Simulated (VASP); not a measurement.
The system is PtSe2 (Sudovikovite).

```xyz
3
Lattice="3.7240 0.0000 0.0000 -1.8620 3.2251 0.0000 0.0000 0.0000 5.0620" Properties=species:S:1:pos:R:3 pbc="T T T"
Pt    0.0000    0.0000    0.0000
Se    0.0000    2.1501    1.2655
Se    1.8620    1.0750    3.7965
```

| Item | Value |
| --- | --- |
| Program | VASP 6.6.1 |
| Task | relaxation of the atoms |
| Functional | PBE |
| Potentials or basis | VASP PAW PBE potentials, release 64 (Pt, Se) |
| Cutoff | 520 eV |
| k mesh | 10 × 10 × 7 |
| Occupations | fermi-dirac, width 0.05 eV |
| Spin | no spin polarisation |

At the start: pressure 7.3 GPa; volume 20.27 Å³/atom.

**Question.** How do energy, volume and symmetry change on relaxing?

**Answer.** Over 3 steps the energy falls by 8.8 meV/atom; space group P-3m1 (No. 164, to 0.05 Å).

Step by step:
| step | energy change (eV) | largest force (eV/Å) | pressure (GPa) |
| --- | --- | --- | --- |
| 1 | 0.0000 | 0.5693 | 7.30 |
| 2 | -0.0218 | 0.2306 | 5.55 |
| 3 | -0.0263 | 0.0050 | 4.32 |

Final structure:
```
CELL_PARAMETERS angstrom
3.72400 0.00000 0.00000
-1.86200 3.22508 0.00000
0.00000 0.00000 5.06200
ATOMIC_POSITIONS crystal
Pt 0.00000 0.00000 0.00000
Se 0.33333 0.66667 0.25943
Se 0.66667 0.33333 0.74057
```
